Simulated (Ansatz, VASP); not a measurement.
## MgI2: VASP beside Ansatz

```
CELL_PARAMETERS angstrom
4.14871 0.00000 0.00000
-2.07436 3.59289 0.00000
0.00000 0.00000 6.80541
ATOMIC_POSITIONS crystal
Mg 0.00000 0.00000 0.00000
I 0.33333 0.66667 0.72992
I 0.66667 0.33333 0.27008
```

Alike in both runs: task single point; functional LDA; k mesh 6 × 6 × 4; occupations gaussian, width 0.05 eV; no spin polarisation.

|  | VASP | Ansatz |
| --- | --- | --- |
| version | VASP 6.6.1 | Ansatz 0.2.0 |
| potentials or method | VASP PAW LDA potentials, release 64 (Mg, I), cutoff 520 eV | scalar-relativistic, plane waves, PAW |
| valence electrons in the cell | 16 | 44 |

|  | VASP | Ansatz | Ansatz less VASP |
| --- | --- | --- | --- |
| gap on the k mesh at the Fermi level (eV) | 2.96 | 2.95 | -0.007 |
| least direct gap on the mesh (eV) | 2.96 | 2.95 | -0.007 |
| pressure (GPa) | -3.4 | -3.3 | +0.12 |
| traceless stress, the component that is largest in VASP (GPa) | -1.30 | -1.31 | -0.009 |
| rms of the force components (eV/Å) | 0.447 | 0.440 | -0.0070 |

LDA's correlation is that of Perdew and Zunger in VASP and of Perdew and Wang (1992) in Ansatz. Atom by atom the forces differ by 0.007 eV/Å (rms over components). VASP's potentials hold 16 valence electrons a cell and Ansatz's 44, so a difference there can come from the potentials and not from the codes.

Neither program's run includes spin-orbit coupling.
